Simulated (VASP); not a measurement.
A run of VASP 6.6.1 is set up as follows.

Contents of INCAR:

```
ALGO = Normal ; EDIFF = 1E-6
ENCUT = 520 ; GGA = PE
ISIF = 2 ; ISMEAR = 0
LASPH = True ; LCHARG = False
LREAL = False ; LWAVE = False
NBANDS = 17 ; NELM = 80
PREC = Accurate ; SIGMA = 0.02
```

File KPOINTS:

```
k-points
0
Gamma
  7 7 7
```

POSCAR

```
SnTe
1.0
    0.0000000000      3.1508500000      3.1508500000
    3.1508500000      0.0000000000      3.1508500000
    3.1508500000      3.1508500000      0.0000000000
Te Sn
1 1
Direct
    0.5000000000      0.5000000000      0.5000000000
    0.0000000000      0.0000000000      0.0000000000
```

Potentials or basis: VASP PAW PBE potentials, release 64 (Te, Sn_d).

Run with:

```console
$ cat potpaw_PBE.64/Te/POTCAR potpaw_PBE.64/Sn_d/POTCAR > POTCAR
$ mpirun -np 1 vasp_std > vasp.out
```

(1) Estimate the pressure.

Results:

(1) 2.2 GPa.
